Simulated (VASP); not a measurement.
Set up this calculation in VASP 6.6.1, as the native input.

| Property | Result |
| --- | --- |
| Task | single point |
| Functional | PBE |
| Potentials or basis | VASP PAW PBE potentials, release 64 (I) |
| Cutoff | 520 eV |
| k mesh | 12 × 12 × 12 |
| Occupations | fermi-dirac, width 0.1 eV |
| Spin | no spin polarisation |
| Dipole correction | no |
| Further INCAR settings | ALGO = Normal; EDIFF = 1e-06; NBANDS = 14 |

The structure of I lies in POSCAR:

```
I
1.0
   -3.1090031648      3.1090031648      1.4650215914
    3.1090031648     -3.1090031648      1.4650215914
    3.1090031648      3.1090031648     -1.4650215914
I
2
Direct
   -0.3750000000     -0.1250000000     -0.2500000000
    0.3750000000      0.1250000000      0.2500000000
```

These files were run (other wordings do the same):

INCAR

```
SYSTEM = I
  ALGO = Normal
  EDIFF = 1E-6
  ENCUT = 520
  GGA = PE
  ISIF = 2
  ISMEAR = -1
  LASPH = .TRUE.
  LCHARG = .FALSE.
  LREAL = .FALSE.
  LWAVE = .FALSE.
  NBANDS = 14
  NELM = 80
  PREC = Accurate
  SIGMA = 0.1
```

KPOINTS

```
k-points
0
G
  12 12 12
  0 0 0
```

Potentials or basis: VASP PAW PBE potentials, release 64 (I).

Command:

```bash
$ cat potpaw_PBE.64/I/POTCAR > POTCAR
$ mpirun -np 1 vasp_std > vasp.out
```

It gave:

* Pressure: 19.2 GPa
* Band gap on the k mesh: zero (bands 7 and 8 overlap by 4.54 eV)

Caveat: the cell stands under pressure; spin-orbit coupling is left out, which moves the levels of the heavy elements.

It took 3.3 min on 1 thread of Intel(R) Xeon(R) Platinum 8259CL CPU @ 2.50GHz (Skylake/Cascade Lake) (shared host), peak memory 0.27 GiB.
